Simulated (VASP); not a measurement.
# CdS (Hawleyite) (F-43m) in VASP: notebook

The runs below take CdS (Hawleyite) through single point, relaxation of cell and atoms, with r2SCAN.

Program: VASP 6.6.1. These are calculated values, not measurements. Logs are shortened: lines on timing, memory, paths and dates and some standing lists are left out, and cuts for length are marked.

## 1. The cell of the first run

Symmetry: F-43m, No. 216, cubic system. The conventional cell has a = 5.948 Å, b = 5.948 Å, c = 5.948 Å, α = 90.00°, β = 90.00°, γ = 90.00°. Cd (site symmetry -43m) has 4 S at 2.58 Å within 3.4 Å. S (site symmetry -43m) has 4 Cd at 2.58 Å within 3.4 Å.

## 2. Single point, r2SCAN

The input, POSCAR:

```
CdS
1.0
    2.9739466268      2.9739466268      0.0000000000
   -2.9739466268      2.9739466268      0.0000000000
    0.0000000000      2.9739466268      2.9739466268
Cd S
1 1
Direct
    0.0000000000      0.0000000000      0.0000000000
    0.7500000000      0.2500000000      0.5000000000
```

The input, INCAR.step1:

```
SYSTEM = CdS
ALGO = Normal
EDIFF = 1E-4
ENCUT = 520
GGA = PE
ISMEAR = 0
LASPH = .True.
LCHARG = .False.
LREAL = .False.
LWAVE = .True.
NBANDS = 16
NELM = 80
PREC = Accurate
SIGMA = 0.01
```

The input, INCAR.step2:

```
SYSTEM = CdS
ALGO = Normal
EDIFF = 1E-7
ENCUT = 520
ISIF = 2
ISMEAR = 0
ISTART = 1
LASPH = .True.
LCHARG = .False.
LMIXTAU = .True.
LREAL = .False.
LWAVE = .False.
METAGGA = R2SCAN
NBANDS = 16
NELM = 80
PREC = Accurate
SIGMA = 0.01
```

The input, KPOINTS:

```
k-points
0
Gamma
  8 8 8
  0 0 0
```

Potentials or basis: VASP PAW PBE potentials, release 64 (Cd, S).

Command:

```
cat potpaw_PBE.64/Cd/POTCAR potpaw_PBE.64/S/POTCAR > POTCAR
cp INCAR.step1 INCAR
mpirun -np 1 vasp_std > vasp.out
cp INCAR.step2 INCAR
mpirun -np 1 vasp_std > vasp.out
```

OUTCAR:

```text
SYSTEM = CdS
   EDIFF = 1E-7
   ENCUT = 520
   ISIF = 2
   ISMEAR = 0
   ISTART = 1
   LASPH = .True.
   LREAL = .False.
   METAGGA = R2SCAN
   NELM = 80
   PREC = Accurate

 ion  position               nearest neighbor table
   1  0.000  0.000  0.000-   2 2.58   2 2.58   2 2.58   2 2.58
   2  0.750  0.250  0.500-   1 2.58   1 2.58   1 2.58   1 2.58

  LATTYP: Found a face centered cubic cell.
 ALAT       =     5.9478932536

  Lattice vectors:

 A1 = (   0.0000000000,   2.9739466268,   2.9739466268)
 A2 = (   2.9739466268,   0.0000000000,   2.9739466268)
 A3 = (   2.9739466268,   2.9739466268,   0.0000000000)

Analysis of symmetry for initial positions (statically):
=====================================================================
 Subroutine PRICEL returns:
 Original cell was already a primitive cell.

 Routine SETGRP: Setting up the symmetry group for a
 face centered cubic supercell.

 Subroutine GETGRP returns: Found 24 space group operations
 (whereof 24 operations were pure point group operations)
 out of a pool of 48 trial point group operations.

The static configuration has the point symmetry T_d .

Analysis of symmetry for dynamics (positions and initial velocities):
=====================================================================
 Subroutine PRICEL returns:
 Original cell was already a primitive cell.

 Routine SETGRP: Setting up the symmetry group for a
 face centered cubic supercell.

 Subroutine GETGRP returns: Found 24 space group operations
 (whereof 24 operations were pure point group operations)
 out of a pool of 48 trial point group operations.

The dynamic configuration has the point symmetry T_d .

 Subroutine INISYM returns: Found 24 space group operations
 (whereof 24 operations are pure point group operations),
 and found     1 'primitive' translations

----------------------------------------------------------------------------------------

                                     Primitive cell

  volume of cell :      52.6053

  direct lattice vectors                    reciprocal lattice vectors
     2.973946627  2.973946627  0.000000000     0.168126756  0.168126756 -0.168126756
    -2.973946627  2.973946627  0.000000000    -0.168126756  0.168126756 -0.168126756
     0.000000000  2.973946627  2.973946627     0.000000000  0.000000000  0.336253513

  length of vectors
     4.205795653  4.205795653  4.205795653     0.291204084  0.291204084  0.336253513

  position of ions in fractional coordinates (direct lattice)
     0.000000000  0.000000000  0.000000000
     0.750000000  0.250000000  0.500000000

  ion indices of the primitive-cell ions
   primitive index   ion index
                 1           1
                 2           2

----------------------------------------------------------------------------------------

 KPOINTS: k-points

Automatic generation of k-mesh.
 Grid dimensions read from file:
 generate k-points for:    8    8    8

 Generating k-lattice:

  Cartesian coordinates                     Fractional coordinates (reciprocal lattice)
     0.021015845  0.021015845 -0.021015845     0.125000000  0.000000000  0.000000000
    -0.021015845  0.021015845 -0.021015845     0.000000000  0.125000000  0.000000000
     0.000000000  0.000000000  0.042031689     0.000000000  0.000000000  0.125000000

  Length of vectors
     0.036400511  0.036400511  0.042031689

  Shift w.r.t. Gamma in fractional coordinates (k-lattice)
     0.000000000  0.000000000  0.000000000

 Subroutine IBZKPT returns following result:
 ===========================================

 Found     29 irreducible k-points:

 Following reciprocal coordinates:
            Coordinates               Weight
  0.000000  0.000000  0.000000      1.000000
  0.125000  0.000000  0.000000      8.000000
  0.250000  0.000000  0.000000      8.000000
  0.375000  0.000000  0.000000      8.000000
  0.500000  0.000000  0.000000      4.000000
  0.125000  0.125000  0.000000     12.000000
[... 16 lines left out ...]
  0.375000  0.250000  0.125000     48.000000
  0.500000  0.250000  0.125000     24.000000
 [... further k-points ...]
   k-points           NKPTS =     29   k-points in BZ     NKDIM =     29   number of bands    NBANDS=     16
   number of dos      NEDOS =    301   number of ions     NIONS =      2
   total plane-waves  NPLWV =  32768
   dimension x,y,z NGX =    32 NGY =   32 NGZ =   32
   dimension x,y,z NGXF=    64 NGYF=   64 NGZF=   64
   ions per type =               1   1
   NGX,Y,Z   is equivalent  to a cutoff of  12.65, 12.65, 12.65 a.u.
   NGXF,Y,Z  is equivalent  to a cutoff of  25.30, 25.30, 25.30 a.u.
 SYSTEM =  CdS
   PREC   = accura    normal or accurate (medium, high low for compatibility)
   ISTART =      1    job   : 0-new  1-cont  2-samecut
   ICHARG =      0    charge: 1-file 2-atom 10-const
   ISPIN  =      1    spin polarized calculation?
   LNONCOLLINEAR =      F non collinear calculations
   LSORBIT =      F    spin-orbit coupling
   LASPH  =      T    aspherical Exc in radial PAW
   ENCUT  =  520.0 eV  38.22 Ry    6.18 a.u.   7.82  7.82  7.82*2*pi/ulx,y,z
   NELM   =     80;   NELMIN=  2; NELMDL=  0     # of ELM steps
   EDIFF  = 0.1E-06   stopping-criterion for ELM
   LREAL  =      F    real-space projection
   EDIFFG = 0.1E-05   stopping-criterion for IOM
   NSW    =      0    number of steps for IOM
   IBRION =     -1    ionic relax: 0-MD 1-quasi-New 2-CG
   NFREE  =      0    steps in history (QN), initial steepest desc. (CG)
   ISIF   =      2    stress and relaxation
   ISYM   =      2    0-nonsym 1-usesym 2-fastsym
   POTIM  = 0.5000    time-step for ionic-motion
   TEBEG  =    0.0;   TEEND  =   0.0 temperature during run
   PSTRESS=    0.0 pullay stress
   NELECT =      18.0000    total number of electrons
   NUPDOWN=      -1.0000    fix difference up-down
   EMIN   =  10.00;   EMAX   =-10.00  energy-range for DOS
   EFERMI =   0.00;   METHOD = LEGACY
   ISMEAR =     0;   SIGMA  =   0.01  broadening in eV -4-tet -1-fermi 0-gaus
   EFERMI_NEDOS =   21; number of points for ismear=-14 and -15
   IALGO  =     38    algorithm
   IMIX   =      4    mixing-type and parameters
     AMIX     =   0.40;   BMIX     =  1.00
     AMIX_MAG =   1.60;   BMIX_MAG =  1.00
  volume/ion in A,a.u.               =      26.30       177.50
  Fermi-wavevector in a.u.,A,eV,Ry     =   1.145045  2.163821 17.838975  1.311128
  Thomas-Fermi vector in A             =   2.281735
   LORBIT       =      0    0 simple, 1 ext, 2 COOP (PROOUT), +10 PAW based schemes
   METAGGA = R2SCAN    functional components
   LHFCALC =     F    Hartree Fock is set to
   AEXX    =    0.0000 exact exchange contribution
   IVDW    =     0    specifies the selected vdW correction
   LEPSILON=     F    determine dielectric tensor
   LRPA    =     F    only Hartree local field effects (RPA)
 non-spin polarized calculation
 Gauss-broadening in eV      SIGMA  =   0.01
  energy-cutoff  :      520.00
  volume of cell :       52.61
 maximum number of plane-waves:      1428
   NGX = 15   NGY = 15   NGZ = 15

 number of electron      17.9999999 magnetization

 Free energy of the ion-electron system (eV)
  ---------------------------------------------------
  ext. energy  EPLUGINS =         0.00000000
  ---------------------------------------------------
  free energy    TOTEN  =       -29.67763831 eV

  energy without entropy =      -29.67763831  energy(sigma->0) =      -29.67763831

 E-fermi :   0.6783     XC(G=0):  -9.4470

 val. band max:        0.5650654160   @ k =   0.0000   0.0000   0.0000
 cond. band min:       2.0196779436   @ k =   0.0000   0.0000   0.0000
 fundamental gap:      1.4546125276
 Fermi energy:         0.6783409878

 k-point     1 :       0.0000    0.0000    0.0000
  band No.  band energies     occupation
      1     -11.9579      2.00000
      2      -7.2108      2.00000
      3      -7.2107      2.00000
      4      -7.2107      2.00000
      5      -6.7784      2.00000
      6      -6.7784      2.00000
[... 8 lines left out ...]
     15      12.4823      0.00000
     16      12.4823      0.00000

 k-point     2 :       0.1250    0.0000    0.0000
  band No.  band energies     occupation
      1     -11.9029      2.00000
      2      -7.1906      2.00000
      3      -7.1906      2.00000
      4      -7.1556      2.00000
      5      -6.7791      2.00000
      6      -6.7791      2.00000
[... 8 lines left out ...]
     15      11.8640      0.00000
     16      12.8010      0.00000

 k-point     3 :       0.2500    0.0000    0.0000
  band No.  band energies     occupation
      1     -11.7698      2.00000
      2      -7.1466      2.00000
      3      -7.1466      2.00000
      4      -6.9685      2.00000
      5      -6.7742      2.00000
      6      -6.7742      2.00000
[... 8 lines left out ...]
     15      11.6333      0.00000
     16      12.1392      0.00000

 k-point     4 :       0.3750    0.0000    0.0000
  band No.  band energies     occupation
      1     -11.6368      2.00000
      2      -7.1119      2.00000
      3      -7.1119      2.00000
      4      -6.7575      2.00000
      5      -6.7575      2.00000
      6      -6.6515      2.00000
[... 8 lines left out ...]
     15      12.5189      0.00000
     16      12.5189      0.00000
[... 324 lines left out ...]
 k-point    22 :       0.2500    0.2500    0.1250
  band No.  band energies     occupation
      1     -11.6721      2.00000
      2      -7.0981      2.00000
      3      -7.0749      2.00000
      4      -6.9085      2.00000
      5      -6.7676      2.00000
      6      -6.7229      2.00000
[... 8 lines left out ...]
     15      13.0356      0.00000
     16      14.6999      0.00000

 k-point    23 :       0.3750    0.2500    0.1250
  band No.  band energies     occupation
      1     -11.5674      2.00000
      2      -7.0643      2.00000
      3      -7.0432      2.00000
      4      -6.8300      2.00000
      5      -6.7488      2.00000
      6      -6.5088      2.00000
[... 8 lines left out ...]
     15      13.7892      0.00000
     16      14.1330      0.00000

 k-point    24 :       0.5000    0.2500    0.1250
  band No.  band energies     occupation
      1     -11.5246      2.00000
      2      -7.0583      2.00000
      3      -7.0287      2.00000
      4      -6.7983      2.00000
      5      -6.7549      2.00000
      6      -6.3434      2.00000
[... 8 lines left out ...]
     15      13.2730      0.00000
     16      14.1994      0.00000

 [... further k-points ...]
[... 5 lines left out ...]
  --------------------------------------------------------------------------------------
  -------------------------------------------------------------------------------------
  Total       -0.5676554     -0.5676554     -0.5676554     -0.0000000     -0.0000000     -0.0000000
  in kB      -17.2888386    -17.2888386    -17.2888386     -0.0000000     -0.0000000     -0.0000000
  external PRESSURE =     -17.2888386 kB  Pullay stress =       0.0000000 kB

 VOLUME and BASIS-vectors are now :
 -----------------------------------------------------------------------------
  energy-cutoff  :      520.00
  volume of cell :       52.61
      direct lattice vectors                 reciprocal lattice vectors
     2.973946627  2.973946627  0.000000000     0.168126756  0.168126756 -0.168126756
    -2.973946627  2.973946627  0.000000000    -0.168126756  0.168126756 -0.168126756
     0.000000000  2.973946627  2.973946627     0.000000000  0.000000000  0.336253513

 POSITION                                       TOTAL-FORCE (eV/Angst)
 -----------------------------------------------------------------------------------
      0.00000      0.00000      0.00000         0.000000      0.000000      0.000000
      1.48697      4.46092      1.48697        -0.000000     -0.000000     -0.000000
 -----------------------------------------------------------------------------------
    total drift:                                0.000003     -0.000000      0.000000

  FREE ENERGIE OF THE ION-ELECTRON SYSTEM (eV)
  ---------------------------------------------------
  free  energy   TOTEN  =       -29.6776383099 eV

  energy  without entropy=      -29.6776383099  energy(sigma->0) =      -29.67763831
```

Run time: 35 s. Hardware: 1 thread of Intel Xeon 6975P-C (Granite Rapids), shared host; peak memory 0.18 GiB.

What came out:

- Free energy: -29.6776 eV
- Pressure: -1.7 GPa
- Band gap on the k mesh: 1.45 eV, direct

Caveat: the PAW data sets were made with another functional, which shifts forces and pressure a little. r2SCAN opens gaps a little over a GGA but as a rule still falls short of measured ones.

## 3. Single point, r2SCAN

POSCAR is that of step 2.

The input, INCAR.step1:

```
PREC     = Accurate       # precision mode
ENCUT    = 520            # plane-wave cutoff, eV
ISMEAR   = 0              # smearing method
SIGMA    = 0.01           # smearing width, eV
LREAL    = False          # projectors in reciprocal space
LASPH    = True           # aspherical terms in the spheres
NELM     = 60             # most SCF steps
NBANDS   = 16             # bands
GGA      = PE             # functional
ALGO     = Normal         # electronic algorithm
EDIFF    = 1E-4           # SCF threshold, eV
LWAVE    = True           # write WAVECAR
LCHARG   = False          # write CHGCAR
```

The input, INCAR.step2:

```
PREC     = Accurate       # precision mode
ENCUT    = 520            # plane-wave cutoff, eV
EDIFF    = 1E-7           # SCF threshold, eV
ISMEAR   = 0              # smearing method
SIGMA    = 0.01           # smearing width, eV
LREAL    = False          # projectors in reciprocal space
LASPH    = True           # aspherical terms in the spheres
NELM     = 60             # most SCF steps
ALGO     = Normal         # electronic algorithm
ISIF     = 2              # what is computed and relaxed
LWAVE    = False          # write WAVECAR
LCHARG   = False          # write CHGCAR
METAGGA  = R2SCAN         # meta-GGA
LMIXTAU  = True         
NBANDS   = 16             # bands
ISTART   = 1
```

The input, KPOINTS:

```
regular mesh
0
Gamma
  8 8 8
```

Potentials or basis: VASP PAW PBE potentials, release 64 (Cd, S).

Command:

```
cat potpaw_PBE.64/Cd/POTCAR potpaw_PBE.64/S/POTCAR > POTCAR
cp INCAR.step1 INCAR
mpirun -np 1 vasp_std > vasp.out
cp INCAR.step2 INCAR
mpirun -np 1 vasp_std > vasp.out
```

Wall time 37 s (1 thread of Intel Xeon 6975P-C (Granite Rapids), shared host); peak memory 0.19 GiB.

The run converged. Its results:

```yaml
Free_energy: -29.6776 eV
Pressure: -1.7 GPa
Band_gap_on_the_k_mesh: 1.45 eV, direct
```

Levels at points of the mesh, in eV from the valence-band top:
```csv
k point,band 6,band 7,band 8,band 9,band 10,band 11,band 12,band 13
"(0.00, 0.00, 0.00)",-7.34,0.00,0.00,0.00,1.45,7.08,7.08,7.08
"(0.50, 0.00, 0.00)",-7.01,-4.11,-0.68,-0.68,3.38,7.47,7.47,7.71
"(0.50, 0.50, 0.00)",-6.94,-3.72,-1.72,-1.72,3.93,4.67,9.52,11.18
```

Caveat: the PAW data sets were made with another functional, which shifts forces and pressure a little. r2SCAN opens gaps a little over a GGA but as a rule still falls short of measured ones.

[end of part 1 of 2]
